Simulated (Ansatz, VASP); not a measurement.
## Ca in VASP and in Ansatz

```
CELL_PARAMETERS angstrom
3.95755 0.00000 0.00000
-1.97878 3.42734 0.00000
0.00000 0.00000 12.86942
ATOMIC_POSITIONS crystal
Ca 0.00000 0.00000 0.00000
Ca 0.33333 0.66667 0.25000
Ca 0.00000 0.00000 0.50000
Ca 0.66667 0.33333 0.75000
```

Alike in both runs: task single point; functional LDA; k mesh 6 × 6 × 1; occupations gaussian, width 0.1 eV; no spin polarisation.

```csv
,VASP,Ansatz
version,VASP 6.6.1,Ansatz 0.2.0
potentials or method,"VASP PAW LDA potentials, release 64 (Ca_sv), cutoff 520 eV","scalar-relativistic, plane waves, PAW"
valence electrons in the cell,40,40
```

```tsv
	VASP	Ansatz	Ansatz less VASP
gap on the k mesh at the Fermi level (eV)	none	none	-
pressure (GPa)	-1.9	-1.9	0.00
traceless stress, the component that is largest in VASP (GPa)	0.40	0.40	-0.004
```

LDA's correlation is that of Perdew and Zunger in VASP and of Perdew and Wang (1992) in Ansatz. A gap of «none» marks a metal or a gap that the smearing closes.

The k mesh is coarse, so the values compare programs but aren't converged.
